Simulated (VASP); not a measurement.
# Ge (P-3m1) in VASP: single point with PBE

Aim: the single point of Ge with PBE.

Everything below comes from runs of VASP 6.6.1. Logs are shortened: lines on timing, memory, paths and dates and some standing lists are left out, and cuts for length are marked.

## 1. The cell of the first run

The structure is trigonal, space group P-3m1 (No. 164). The conventional cell has a = 4.067 Å, b = 4.067 Å, c = 16.666 Å, α = 90.00°, β = 90.00°, γ = 120.00°. Ge (site symmetry 3m) has 4 Ge at 2.49 Å within 3.3 Å. Within 3.3 Å of Ge (site symmetry 3m) lie 4 Ge at 2.49 to 2.51 Å. Within 3.3 Å of Ge (site symmetry 3m) lie 4 Ge at 2.49 Å. Within 3.3 Å of Ge (site symmetry 3m) lie 4 Ge at 2.49 Å. Within 3.3 Å of Ge (site symmetry 3m) lie 4 Ge at 2.49 to 2.51 Å.

The cell was built from a structure type or drawn by symmetry, and may not be a known phase.

## 2. Single point, PBE

File INCAR:

```
SYSTEM = Ge
PREC = Accurate
ENCUT = 520
EDIFF = 1E-7
ISMEAR = 0
SIGMA = 0.1
LREAL = .False.
LASPH = .True.
NELM = 80
ALGO = Fast
ISIF = 2
LWAVE = .False.
LCHARG = .True.
GGA = PE
LELF = .True.
LVHAR = .True.
NBANDS = 81
```

File KPOINTS:

```
regular mesh
0
Gamma
  12 12 4
  0 0 0
```

File POSCAR:

```
Ge
1.0
    4.0674615553      0.0000000000      0.0000000000
   -2.0337307776      3.5225250358      0.0000000000
    0.0000000000      0.0000000000     16.6656118144
Ge
10
Direct
    0.3333333333      0.6666666667      0.1247698115
    0.3333333333      0.6666666667      0.5250993877
    0.6666666667      0.3333333333      0.7257834159
    0.0000000000      0.0000000000      0.9252075144
    0.6666666667      0.3333333333      0.3242988187
    0.3333333333      0.6666666667      0.6757011813
    0.0000000000      0.0000000000      0.0747924856
    0.6666666667      0.3333333333      0.8752301885
    0.3333333333      0.6666666667      0.2742165841
    0.6666666667      0.3333333333      0.4749006123
```

Potentials or basis: VASP PAW PBE potentials, release 64 (Ge_d).

On the command line:

```console
> cat potpaw_PBE.64/Ge_d/POTCAR > POTCAR
> mpirun -np 1 vasp_std > vasp.out
```

OUTCAR:

```text
SYSTEM = Ge
   PREC = Accurate
   ENCUT = 520
   EDIFF = 1E-7
   ISMEAR = 0
   LREAL = .False.
   LASPH = .True.
   NELM = 80
   ISIF = 2
   GGA = PE

 ion  position               nearest neighbor table
   1  0.333  0.667  0.125-   9 2.49   7 2.49   7 2.49   7 2.49
   2  0.333  0.667  0.525-  10 2.49  10 2.49  10 2.49   6 2.51
   3  0.667  0.333  0.726-   8 2.49   6 2.49   6 2.49   6 2.49
   4  0.000  0.000  0.925-   8 2.49   8 2.49   8 2.49   7 2.49
   5  0.667  0.333  0.324-   9 2.49   9 2.49   9 2.49  10 2.51
   6  0.333  0.667  0.676-   3 2.49   3 2.49   3 2.49   2 2.51
   7  0.000  0.000  0.075-   1 2.49   1 2.49   1 2.49   4 2.49
   8  0.667  0.333  0.875-   3 2.49   4 2.49   4 2.49   4 2.49
   9  0.333  0.667  0.274-   1 2.49   5 2.49   5 2.49   5 2.49
  10  0.667  0.333  0.475-   2 2.49   2 2.49   2 2.49   5 2.51

  LATTYP: Found a hexagonal cell.
 ALAT       =     4.0674615553
 C/A-ratio  =     4.0973003894

  Lattice vectors:

 A1 = (   4.0674615553,   0.0000000000,   0.0000000000)
 A2 = (  -2.0337307776,   3.5225250358,   0.0000000000)
 A3 = (   0.0000000000,   0.0000000000,  16.6656118144)

Analysis of symmetry for initial positions (statically):
=====================================================================
 Subroutine PRICEL returns:
 Original cell was already a primitive cell.

 Routine SETGRP: Setting up the symmetry group for a
 hexagonal supercell.

 Subroutine GETGRP returns: Found 12 space group operations
 (whereof 12 operations were pure point group operations)
 out of a pool of 24 trial point group operations.

The static configuration has the point symmetry D_3d.

Analysis of symmetry for dynamics (positions and initial velocities):
=====================================================================
 Subroutine PRICEL returns:
 Original cell was already a primitive cell.

 Routine SETGRP: Setting up the symmetry group for a
 hexagonal supercell.

 Subroutine GETGRP returns: Found 12 space group operations
 (whereof 12 operations were pure point group operations)
 out of a pool of 24 trial point group operations.

The dynamic configuration has the point symmetry D_3d.

 Subroutine INISYM returns: Found 12 space group operations
 (whereof 12 operations are pure point group operations),
 and found     1 'primitive' translations

----------------------------------------------------------------------------------------

                                     Primitive cell

  volume of cell :     238.7805

  direct lattice vectors                    reciprocal lattice vectors
     4.067461555  0.000000000  0.000000000     0.245853584  0.141943633  0.000000000
    -2.033730778  3.522525036  0.000000000     0.000000000  0.283887265  0.000000000
     0.000000000  0.000000000 16.665611814     0.000000000  0.000000000  0.060003798

  length of vectors
     4.067461555  4.067461555 16.665611814     0.283887265  0.283887265  0.060003798

  position of ions in fractional coordinates (direct lattice)
     0.333333333  0.666666667  0.124769812
     0.333333333  0.666666667  0.525099388
     0.666666667  0.333333333  0.725783416
     0.000000000  0.000000000  0.925207514
     0.666666667  0.333333333  0.324298819
     0.333333333  0.666666667  0.675701181
     0.000000000  0.000000000  0.074792486
     0.666666667  0.333333333  0.875230188
     0.333333333  0.666666667  0.274216584
     0.666666667  0.333333333  0.474900612

  ion indices of the primitive-cell ions
   primitive index   ion index
                 1           1
                 2           2
                 3           3
                 4           4
                 5           5
                 6           6
                 7           7
                 8           8
                 9           9
                10          10

----------------------------------------------------------------------------------------

 KPOINTS: regular mesh

Automatic generation of k-mesh.
 Grid dimensions read from file:
 generate k-points for:   12   12    4

 Generating k-lattice:

  Cartesian coordinates                     Fractional coordinates (reciprocal lattice)
     0.020487799  0.011828636  0.000000000     0.083333333  0.000000000  0.000000000
     0.000000000  0.023657272  0.000000000     0.000000000  0.083333333  0.000000000
     0.000000000  0.000000000  0.015000949     0.000000000  0.000000000  0.250000000

  Length of vectors
     0.023657272  0.023657272  0.015000949

  Shift w.r.t. Gamma in fractional coordinates (k-lattice)
     0.000000000  0.000000000  0.000000000

 Subroutine IBZKPT returns following result:
 ===========================================

 Found     69 irreducible k-points:

 Following reciprocal coordinates:
            Coordinates               Weight
  0.000000  0.000000  0.000000      1.000000
  0.083333 -0.000000  0.000000      6.000000
  0.166667  0.000000  0.000000      6.000000
  0.250000  0.000000  0.000000      6.000000
  0.333333  0.000000  0.000000      6.000000
  0.416667  0.000000  0.000000      6.000000
[... 16 lines left out ...]
  0.166667  0.000000  0.250000      6.000000
  0.000000  0.166667  0.250000      6.000000
 [... further k-points ...]
   k-points           NKPTS =     69   k-points in BZ     NKDIM =     69   number of bands    NBANDS=     81
   number of dos      NEDOS =    301   number of ions     NIONS =     10
   total plane-waves  NPLWV = 113400
   dimension x,y,z NGX =    30 NGY =   30 NGZ =  126
   dimension x,y,z NGXF=    60 NGYF=   60 NGZF=  252
   ions per type =              10
   NGX,Y,Z   is equivalent  to a cutoff of  12.26, 12.26, 12.57 a.u.
   NGXF,Y,Z  is equivalent  to a cutoff of  24.52, 24.52, 25.14 a.u.
 SYSTEM =  Ge
   PREC   = accura    normal or accurate (medium, high low for compatibility)
   ISTART =      0    job   : 0-new  1-cont  2-samecut
   ICHARG =      2    charge: 1-file 2-atom 10-const
   ISPIN  =      1    spin polarized calculation?
   LNONCOLLINEAR =      F non collinear calculations
   LSORBIT =      F    spin-orbit coupling
   LASPH  =      T    aspherical Exc in radial PAW
   ENCUT  =  520.0 eV  38.22 Ry    6.18 a.u.   7.56  7.56 30.99*2*pi/ulx,y,z
   NELM   =     80;   NELMIN=  2; NELMDL= -5     # of ELM steps
   EDIFF  = 0.1E-06   stopping-criterion for ELM
   LREAL  =      F    real-space projection
   EDIFFG = 0.1E-05   stopping-criterion for IOM
   NSW    =      0    number of steps for IOM
   IBRION =     -1    ionic relax: 0-MD 1-quasi-New 2-CG
   NFREE  =      0    steps in history (QN), initial steepest desc. (CG)
   ISIF   =      2    stress and relaxation
   ISYM   =      2    0-nonsym 1-usesym 2-fastsym
   POTIM  = 0.5000    time-step for ionic-motion
   TEBEG  =    0.0;   TEEND  =   0.0 temperature during run
   PSTRESS=    0.0 pullay stress
   NELECT =     140.0000    total number of electrons
   NUPDOWN=      -1.0000    fix difference up-down
   EMIN   =  10.00;   EMAX   =-10.00  energy-range for DOS
   EFERMI =   0.00;   METHOD = LEGACY
   ISMEAR =     0;   SIGMA  =   0.10  broadening in eV -4-tet -1-fermi 0-gaus
   EFERMI_NEDOS =   21; number of points for ismear=-14 and -15
   IALGO  =     68    algorithm
   IMIX   =      4    mixing-type and parameters
     AMIX     =   0.40;   BMIX     =  1.00
     AMIX_MAG =   1.60;   BMIX_MAG =  1.00
  volume/ion in A,a.u.               =      23.88       161.14
  Fermi-wavevector in a.u.,A,eV,Ry     =   1.370202  2.589306 25.544303  1.877453
  Thomas-Fermi vector in A             =   2.496009
   LORBIT       =      0    0 simple, 1 ext, 2 COOP (PROOUT), +10 PAW based schemes
   GGA     = PE    functional components
   LHFCALC =     F    Hartree Fock is set to
   AEXX    =    0.0000 exact exchange contribution
   IVDW    =     0    specifies the selected vdW correction
   LEPSILON=     F    determine dielectric tensor
   LRPA    =     F    only Hartree local field effects (RPA)
 non-spin polarized calculation
 RMM-DIIS sequential band-by-band and
 Gauss-broadening in eV      SIGMA  =   0.10
  energy-cutoff  :      520.00
  volume of cell :      238.78
 maximum number of plane-waves:      6468
   NGX = 15   NGY = 15   NGZ = 61

 number of electron     139.9999909 magnetization

 Free energy of the ion-electron system (eV)
  ---------------------------------------------------
  ext. energy  EPLUGINS =         0.00000000
  ---------------------------------------------------
  free energy    TOTEN  =       -45.11561848 eV

  energy without entropy =      -45.11421781  energy(sigma->0) =      -45.11491815

 E-fermi :   4.5054     XC(G=0):  -9.6729

 val. band max:        4.4918364432   @ k =   0.0000   0.0000   0.2500
 cond. band min:       4.5510780056   @ k =   0.0000   0.0000   0.0000
 fundamental gap:      0.0592415624
 Fermi energy:         4.5054146381

 k-point     1 :       0.0000    0.0000    0.0000
  band No.  band energies     occupation
      1     -20.2954      2.00000
      2     -20.2954      2.00000
      3     -20.2880      2.00000
      4     -20.2880      2.00000
      5     -20.2761      2.00000
      6     -20.2761      2.00000
[... 73 lines left out ...]
     80       7.7076      0.00000
     81       8.1332      0.00000

 k-point     2 :       0.0833   -0.0000    0.0000
  band No.  band energies     occupation
      1     -20.2999      2.00000
      2     -20.2971      2.00000
      3     -20.2908      2.00000
      4     -20.2893      2.00000
      5     -20.2785      2.00000
      6     -20.2781      2.00000
[... 73 lines left out ...]
     80       7.7318      0.00000
     81       8.5205      0.00000
[... 1762 lines left out ...]
     80       7.9516      0.00000
     81       8.5639      0.00000

 k-point    24 :       0.0000    0.1667    0.2500
  band No.  band energies     occupation
      1     -20.3075      2.00000
      2     -20.3005      2.00000
      3     -20.2959      2.00000
      4     -20.2921      2.00000
      5     -20.2855      2.00000
      6     -20.2830      2.00000
[... 73 lines left out ...]
     80       8.1434      0.00000
     81       8.4133      0.00000

 [... further k-points ...]

------------------------ aborting loop because EDIFF is reached ----------------------------------------

  FORCE on cell =-STRESS in cart. coord.  units (eV):
  Direction    XX          YY          ZZ          XY          YZ          ZX
  --------------------------------------------------------------------------------------
  -------------------------------------------------------------------------------------
  Total       -0.0797192     -0.0797192     -0.0652242     -0.0000000     -0.0000000     -0.0000000
  in kB       -0.5349027     -0.5349027     -0.4376435     -0.0000000     -0.0000000     -0.0000000
  external PRESSURE =      -0.5024830 kB  Pullay stress =       0.0000000 kB

 VOLUME and BASIS-vectors are now :
 -----------------------------------------------------------------------------
  energy-cutoff  :      520.00
  volume of cell :      238.78
      direct lattice vectors                 reciprocal lattice vectors
     4.067461555  0.000000000  0.000000000     0.245853584  0.141943633  0.000000000
    -2.033730778  3.522525036  0.000000000     0.000000000  0.283887265  0.000000000
     0.000000000  0.000000000 16.665611814     0.000000000  0.000000000  0.060003798

 POSITION                                       TOTAL-FORCE (eV/Angst)
 -----------------------------------------------------------------------------------
     -0.00000      2.34835      2.07937         0.000000      0.000000     -0.000938
     -0.00000      2.34835      8.75110        -0.000000      0.000000     -0.000188
      2.03373      1.17418     12.09562        -0.000000      0.000000     -0.000248
      0.00000      0.00000     15.41915        -0.000000      0.000000      0.000115
      2.03373      1.17418      5.40464        -0.000000      0.000000     -0.001124
     -0.00000      2.34835     11.26097         0.000000      0.000000      0.001124
      0.00000      0.00000      1.24646         0.000000     -0.000000     -0.000115
      2.03373      1.17418     14.58625        -0.000000     -0.000000      0.000938
     -0.00000      2.34835      4.56999         0.000000     -0.000000      0.000248
      2.03373      1.17418      7.91451         0.000000     -0.000000      0.000188
 -----------------------------------------------------------------------------------
    total drift:                               -0.000000      0.000000      0.000000

  FREE ENERGIE OF THE ION-ELECTRON SYSTEM (eV)
  ---------------------------------------------------
  free  energy   TOTEN  =       -45.1156184833 eV

  energy  without entropy=      -45.1142178097  energy(sigma->0) =      -45.11491815
```

Run time: 41 min. Hardware: 1 thread of Oxide Virtual Turin-like, shared host; peak memory 0.88 GiB.

What came out:

```
Free energy            : -45.1156 eV
Pressure               : -0.1 GPa
Band gap on the k mesh : zero (bands 70 and 71 overlap by 0.07 eV)
```

Caveat: semilocal functionals underestimate gaps, so a narrow gap can read as zero.
